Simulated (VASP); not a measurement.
Here is a VASP 6.6.1 calculation.

INCAR

```
SYSTEM = KF
PREC = Accurate ; ENCUT = 520
EDIFF = 1E-7 ; ISMEAR = 0
SIGMA = 0.05 ; LREAL = .FALSE.
LASPH = .TRUE. ; NELM = 100
ALGO = Normal ; ISIF = 2
LWAVE = .FALSE. ; LCHARG = .FALSE.
GGA = PE ; NBANDS = 15
```

File KPOINTS:

```
Automatic mesh
0
G
  8 8 8
  0 0 0
```

The input POSCAR:

```
KF
1.0
    0.0000000000      2.7105354767      2.4056002356
    2.7105354767      0.0000000000      2.4056002356
    2.7105354767      2.7105354767      0.0000000000
K F
1 1
Direct
    0.0000000000      0.0000000000      0.0000000000
    0.5000000000      0.5000000000      0.5000000000
```

Potentials or basis: VASP PAW PBE potentials, release 64 (K_sv, F).

The run is started by

```bash
$ cat potpaw_PBE.64/K_sv/POTCAR potpaw_PBE.64/F/POTCAR > POTCAR
$ mpirun -np 1 vasp_std > vasp.out
```

Question: Estimate the pressure.

Answer: 6.5 GPa.

Question: Estimate the band gap on the k mesh.

Answer: 6.24 eV.

Stress tensor (GPa, compression positive):
```
 2.07  0.00  0.00
 0.00  2.07  0.00
 0.00  0.00 15.49
```

Caveat: the cell differs from its parent crystal (normal strain along x +0.0000, normal strain along z -0.1125); the cell stands under pressure. A k mesh can miss the band edges.
